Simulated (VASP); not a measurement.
# Os (Im-3m) in VASP: further runs

Runs on Os. Level: LDA. Tasks: single point, relaxation of cell and atoms.

Program: VASP 6.6.1. These are calculated values, not measurements. Logs are shortened: lines on timing, memory, paths and dates and some standing lists are left out, and cuts for length are marked.

### Step 1. The cell of the first run

Symmetry: Im-3m, No. 229, cubic system. Conventional cell: a = 3.047 Å, b = 3.047 Å, c = 3.047 Å, α = 90.00°, β = 90.00°, γ = 90.00°. Within 3.5 Å of Os (site symmetry m-3m) lie 14 Os at 2.64 to 3.05 Å.

### Step 2. Single point, LDA

INCAR

```
SYSTEM = Os
ALGO = Normal ; EDIFF = 1E-6
ENCUT = 600 ; GGA = CA
GGA_COMPAT = .FALSE. ; ISIF = 2
ISMEAR = 0 ; LASPH = .TRUE.
LCHARG = .TRUE. ; LELF = .TRUE.
LREAL = .FALSE. ; LVHAR = .TRUE.
LWAVE = .FALSE. ; NBANDS = 10
NELM = 120 ; PREC = Accurate
SIGMA = 0.1
```

KPOINTS

```
k-points
0
G
  10 10 10
  0 0 0
```

POSCAR

```
Os
1.0
    1.5233660203      1.5233660203      1.5233660203
   -1.5233660203      1.5233660203      1.5233660203
   -1.5233660203     -1.5233660203      1.5233660203
Os
1
Direct
    0.0000000000      0.0000000000      0.0000000000
```

Potentials or basis: VASP PAW LDA potentials, release 64 (Os).

On the command line:

```console
$ cat potpaw_LDA.64/Os/POTCAR > POTCAR
$ mpirun -np 1 vasp_std > vasp.out
```

OUTCAR:

```text
SYSTEM = Os
   EDIFF = 1E-6
   ENCUT = 600
   GGA = CA
   ISIF = 2
   ISMEAR = 0
   LASPH = .TRUE.
   LREAL = .FALSE.
   NELM = 120
   PREC = Accurate

 ion  position               nearest neighbor table
   1  0.000  0.000  0.000-

  LATTYP: Found a body centered cubic cell.
 ALAT       =     3.0467320406

  Lattice vectors:

 A1 = (   1.5233660203,  -1.5233660203,  -1.5233660203)
 A2 = (   1.5233660203,   1.5233660203,   1.5233660203)
 A3 = (  -1.5233660203,  -1.5233660203,   1.5233660203)

Analysis of symmetry for initial positions (statically):
=====================================================================
 Subroutine PRICEL returns:
 Original cell was already a primitive cell.

 Routine SETGRP: Setting up the symmetry group for a
 body centered cubic supercell.

 Subroutine GETGRP returns: Found 48 space group operations
 (whereof 48 operations were pure point group operations)
 out of a pool of 48 trial point group operations.

The static configuration has the point symmetry O_h .

Analysis of symmetry for dynamics (positions and initial velocities):
=====================================================================
 Subroutine PRICEL returns:
 Original cell was already a primitive cell.

 Routine SETGRP: Setting up the symmetry group for a
 body centered cubic supercell.

 Subroutine GETGRP returns: Found 48 space group operations
 (whereof 48 operations were pure point group operations)
 out of a pool of 48 trial point group operations.

The dynamic configuration has the point symmetry O_h .

 Subroutine INISYM returns: Found 48 space group operations
 (whereof 48 operations are pure point group operations),
 and found     1 'primitive' translations

----------------------------------------------------------------------------------------

                                     Primitive cell

  volume of cell :      14.1408

  direct lattice vectors                    reciprocal lattice vectors
     1.523366020  1.523366020  1.523366020     0.328220528  0.000000000  0.328220528
    -1.523366020  1.523366020  1.523366020    -0.328220528  0.328220528  0.000000000
    -1.523366020 -1.523366020  1.523366020     0.000000000 -0.328220528  0.328220528

  length of vectors
     2.638547346  2.638547346  2.638547346     0.464173923  0.464173923  0.464173923

  position of ions in fractional coordinates (direct lattice)
     0.000000000  0.000000000  0.000000000

  ion indices of the primitive-cell ions
   primitive index   ion index
                 1           1

[... 78 lines left out ...]
   ISYM   =      2    0-nonsym 1-usesym 2-fastsym
   POTIM  = 0.5000    time-step for ionic-motion
   TEBEG  =    0.0;   TEEND  =   0.0 temperature during run
   PSTRESS=    0.0 pullay stress
   NELECT =       8.0000    total number of electrons
   NUPDOWN=      -1.0000    fix difference up-down
   EMIN   =  10.00;   EMAX   =-10.00  energy-range for DOS
   EFERMI =   0.00;   METHOD = LEGACY
   ISMEAR =     0;   SIGMA  =   0.10  broadening in eV -4-tet -1-fermi 0-gaus
   EFERMI_NEDOS =   21; number of points for ismear=-14 and -15
   IALGO  =     38    algorithm
   IMIX   =      4    mixing-type and parameters
     AMIX     =   0.40;   BMIX     =  1.00
     AMIX_MAG =   1.60;   BMIX_MAG =  1.00
  volume/ion in A,a.u.               =      14.14        95.43
  Fermi-wavevector in a.u.,A,eV,Ry     =   1.353985  2.558661 24.943231  1.833276
  Thomas-Fermi vector in A             =   2.481195
   LORBIT       =      0    0 simple, 1 ext, 2 COOP (PROOUT), +10 PAW based schemes
   GGA     = CA    functional components
   LHFCALC =     F    Hartree Fock is set to
   AEXX    =    0.0000 exact exchange contribution
   IVDW    =     0    specifies the selected vdW correction
   LEPSILON=     F    determine dielectric tensor
   LRPA    =     F    only Hartree local field effects (RPA)
 non-spin polarized calculation
 Gauss-broadening in eV      SIGMA  =   0.10
  energy-cutoff  :      600.00
  volume of cell :       14.14
 maximum number of plane-waves:       490
 NGX is ok and might be reduce to    24
   NGX = 11   NGY = 11   NGZ = 11

 number of electron       8.0000000 magnetization

 Free energy of the ion-electron system (eV)
  ---------------------------------------------------
  ext. energy  EPLUGINS =         0.00000000
  ---------------------------------------------------
  free energy    TOTEN  =       -11.72881208 eV

  energy without entropy =      -11.72238475  energy(sigma->0) =      -11.72559842

 E-fermi :   9.4779     XC(G=0): -14.1100

 val. band max:        9.4205579049   @ k =   0.1000   0.0000   0.0000
 cond. band min:       9.4994343614   @ k =   0.1000   0.5000   0.1000
 fundamental gap:      0.0788764565
 Fermi energy:         9.4779266741

 k-point     1 :       0.0000    0.0000    0.0000
  band No.  band energies     occupation
      1      -1.5469      2.00000
      2       6.0472      2.00000
      3       6.0472      2.00000
      4       6.0472      2.00000
      5       9.4031      1.70990
      6       9.4031      1.70990
      7      25.8124      0.00000
      8      25.8124      0.00000
      9      25.8124      0.00000
     10      38.0402      0.00000
[... 287 lines left out ...]
 k-point    24 :       0.5000    0.3000    0.1000
  band No.  band energies     occupation
      1       3.4558      2.00000
      2       4.2237      2.00000
      3       5.5978      2.00000
      4       8.7470      2.00000
      5      10.3828      0.00000
      6      14.8400      0.00000
      7      19.6613      0.00000
      8      23.2187      0.00000
      9      28.2634      0.00000
     10      30.9221      0.00000

 [... further k-points ...]

------------------------ aborting loop because EDIFF is reached ----------------------------------------

  FORCE on cell =-STRESS in cart. coord.  units (eV):
  Direction    XX          YY          ZZ          XY          YZ          ZX
  --------------------------------------------------------------------------------------
  -------------------------------------------------------------------------------------
  Total        0.1170608      0.1170608      0.1170608      0.0000000      0.0000000      0.0000000
  in kB       13.2632277     13.2632277     13.2632277      0.0000000      0.0000000      0.0000000
  external PRESSURE =      13.2632277 kB  Pullay stress =       0.0000000 kB

 VOLUME and BASIS-vectors are now :
 -----------------------------------------------------------------------------
  energy-cutoff  :      600.00
  volume of cell :       14.14
      direct lattice vectors                 reciprocal lattice vectors
     1.523366020  1.523366020  1.523366020     0.328220528  0.000000000  0.328220528
    -1.523366020  1.523366020  1.523366020    -0.328220528  0.328220528  0.000000000
    -1.523366020 -1.523366020  1.523366020     0.000000000 -0.328220528  0.328220528

 POSITION                                       TOTAL-FORCE (eV/Angst)
 -----------------------------------------------------------------------------------
      0.00000      0.00000      0.00000         0.000000      0.000000      0.000000
 -----------------------------------------------------------------------------------
    total drift:                                0.000000     -0.000000     -0.000000

  FREE ENERGIE OF THE ION-ELECTRON SYSTEM (eV)
  ---------------------------------------------------
  free  energy   TOTEN  =       -11.7288120821 eV

  energy  without entropy=      -11.7223847484  energy(sigma->0) =      -11.72559842
```

It took 15 s on 1 thread of AMD EPYC 7R13, shared host; peak memory 0.11 GiB.

Results:

| Property | Result |
| --- | --- |
| Free energy | -11.7288 eV |
| Pressure | 1.3 GPa |
| Band gap on the k mesh | zero (band 4 reaches 12.02 eV, above the bottom of band 5 at 7.69 eV) |

Caveat: spin-orbit coupling is left out, which moves the levels of the heavy elements.

### Step 3. Relaxation of cell and atoms, LDA

This run uses another cell than the first one, of 14.05 Å³/atom, 0.993 times its volume.

INCAR

```
ALGO = Normal ; EDIFF = 1E-7
EDIFFG = -0.02 ; ENCUT = 600
GGA_COMPAT = False ; IBRION = 2
ISIF = 3 ; ISMEAR = 0
LASPH = True ; LCHARG = False
LREAL = False ; LWAVE = False
NELM = 120 ; NELMIN = 4
NSW = 60 ; PREC = Accurate
SIGMA = 0.1
```

KPOINTS

```
k-points
0
Gamma
  10 10 10
```

POSCAR

```
Os
1.0
    1.5200000000      1.5200000000      1.5200000000
   -1.5200000000      1.5200000000      1.5200000000
   -1.5200000000     -1.5200000000      1.5200000000
Os
1
Direct
    0.0000000000      0.0000000000      0.0000000000
```

Potentials or basis: VASP PAW LDA potentials, release 64 (Os).

On the command line:

```console
$ cat potpaw_LDA.64/Os/POTCAR > POTCAR
$ mpirun -np 1 vasp_std > vasp.out
```

OUTCAR:

```text
EDIFF = 1E-7
   EDIFFG = -0.02
   ENCUT = 600
   IBRION = 2
   ISIF = 3
   ISMEAR = 0
   LASPH = True
   LREAL = False
   NELM = 120
   NELMIN = 4
   NSW = 60
   PREC = Accurate

 ion  position               nearest neighbor table
   1  0.000  0.000  0.000-

  LATTYP: Found a body centered cubic cell.
 ALAT       =     3.0400000000

  Lattice vectors:

 A1 = (   1.5200000000,  -1.5200000000,  -1.5200000000)
 A2 = (   1.5200000000,   1.5200000000,   1.5200000000)
 A3 = (  -1.5200000000,  -1.5200000000,   1.5200000000)

Analysis of symmetry for initial positions (statically):
=====================================================================
 Subroutine PRICEL returns:
 Original cell was already a primitive cell.

 Routine SETGRP: Setting up the symmetry group for a
 body centered cubic supercell.

 Subroutine GETGRP returns: Found 48 space group operations
 (whereof 48 operations were pure point group operations)
 out of a pool of 48 trial point group operations.

The static configuration has the point symmetry O_h .

Analysis of symmetry for dynamics (positions and initial velocities):
=====================================================================
 Subroutine PRICEL returns:
 Original cell was already a primitive cell.

 Routine SETGRP: Setting up the symmetry group for a
 body centered cubic supercell.

 Subroutine GETGRP returns: Found 48 space group operations
 (whereof 48 operations were pure point group operations)
 out of a pool of 48 trial point group operations.

The dynamic configuration has the point symmetry O_h .

 Subroutine INISYM returns: Found 48 space group operations
 (whereof 48 operations are pure point group operations),
 and found     1 'primitive' translations

----------------------------------------------------------------------------------------

                                     Primitive cell

[... 124 lines left out ...]
 maximum number of plane-waves:       478
 NGX is ok and might be reduce to    24
   NGX = 11   NGY = 11   NGZ = 11

--------------------------------------- Ionic step        1  -------------------------------------------

 number of electron       8.0000000 magnetization

 Free energy of the ion-electron system (eV)
  ---------------------------------------------------
  ext. energy  EPLUGINS =         0.00000000
  ---------------------------------------------------
  free energy    TOTEN  =       -11.72719004 eV

  energy without entropy =      -11.72083108  energy(sigma->0) =      -11.72401056

------------------------ aborting loop because EDIFF is reached ----------------------------------------

  FORCE on cell =-STRESS in cart. coord.  units (eV):
  Direction    XX          YY          ZZ          XY          YZ          ZX
  --------------------------------------------------------------------------------------
  -------------------------------------------------------------------------------------
  Total        0.3599224      0.3599224      0.3599224     -0.0000000     -0.0000000     -0.0000000
  in kB       41.0514641     41.0514641     41.0514641     -0.0000000     -0.0000000     -0.0000000
  external PRESSURE =      41.0514641 kB  Pullay stress =       0.0000000 kB
[... 57 lines left out ...]
--------------------------------------- Ionic step        3  -------------------------------------------

 number of electron       8.0000000 magnetization

 Free energy of the ion-electron system (eV)
  ---------------------------------------------------
  ext. energy  EPLUGINS =         0.00000000
  ---------------------------------------------------
  free energy    TOTEN  =       -11.72895435 eV

  energy without entropy =      -11.72249036  energy(sigma->0) =      -11.72572236

 E-fermi :   9.4245     XC(G=0): -14.0908

 val. band max:        9.3684478983   @ k =   0.1000   0.0000   0.0000
 cond. band min:       9.4454189128   @ k =   0.1000   0.5000   0.1000
 fundamental gap:      0.0769710145
 Fermi energy:         9.4244727433

 k-point     1 :       0.0000    0.0000    0.0000
  band No.  band energies     occupation
      1      -1.5682      2.00000
      2       6.0106      2.00000
      3       6.0106      2.00000
      4       6.0106      2.00000
      5       9.3510      1.70099
      6       9.3510      1.70099
      7      25.7569      0.00000
      8      25.7569      0.00000
[... 243 lines left out ...]
 k-point    24 :       0.5000    0.3000    0.1000
  band No.  band energies     occupation
      1       3.4284      2.00000
      2       4.1964      2.00000
      3       5.5627      2.00000
      4       8.6978      2.00000
      5      10.3240      0.00000
      6      14.7608      0.00000
      7      19.5737      0.00000
      8      23.1179      0.00000

 [... further k-points ...]

------------------------ aborting loop because EDIFF is reached ----------------------------------------

  FORCE on cell =-STRESS in cart. coord.  units (eV):
  Direction    XX          YY          ZZ          XY          YZ          ZX
  --------------------------------------------------------------------------------------
  -------------------------------------------------------------------------------------
  Total       -0.0069486     -0.0069486     -0.0069486      0.0000000     -0.0000000      0.0000000
  in kB       -0.7846119     -0.7846119     -0.7846119      0.0000000     -0.0000000      0.0000000
  external PRESSURE =      -0.7846119 kB  Pullay stress =       0.0000000 kB
[... 16 lines left out ...]
  FREE ENERGIE OF THE ION-ELECTRON SYSTEM (eV)
  ---------------------------------------------------
  free  energy   TOTEN  =       -11.7289543550 eV

  energy  without entropy=      -11.7224903626  energy(sigma->0) =      -11.72572236

 reached required accuracy - stopping structural energy minimisation
```

CONTCAR:

```text
Os
   1.00000000000000
     1.5251004146415947    1.5251004146415947    1.5251004146415947
    -1.5251004146415947    1.5251004146415947    1.5251004146415947
    -1.5251004146415947   -1.5251004146415947    1.5251004146415947
  Os
     1
Direct
     0.0000000000000000    0.0000000000000000    0.0000000000000000

  0.00000000E+00  0.00000000E+00  0.00000000E+00
```

It took 22 s on 1 thread of AMD EPYC 7R13, shared host; peak memory 0.12 GiB.

What came out:

```
Free energy                            : -11.7290 eV
Relaxed volume                         : 14.19 Å³/atom
Relaxed cell                           : a = 2.642 Å, b = 2.642 Å, c = 2.642 Å, α = 70.53°, β = 109.47°, γ = 70.53°
Space group after relaxing (to 0.05 Å) : Im-3m (No. 229)
Energy gained by relaxing              : 1.8 meV/atom
Ionic steps                            : 3
Pressure after relaxing                : -0.1 GPa
Band gap on the k mesh                 : zero (band 4 reaches 11.95 eV, above the bottom of band 5 at 7.65 eV)
```

Step by step:
```
step  energy change (eV)  largest force (eV/Å)  pressure (GPa)  volume (Å³)
   1              0.0000                0.0000            4.11        14.05
   2              0.0285                0.0000          -15.35        14.79
   3             -0.0018                0.0000           -0.08        14.19
```

Final structure:
```
Os
1.0
     1.52510    1.52510    1.52510
    -1.52510    1.52510    1.52510
    -1.52510   -1.52510    1.52510
Os
1
Cartesian
  0.0000 0.0000 0.0000
```

Caveat: spin-orbit coupling is left out, which moves the levels of the heavy elements.
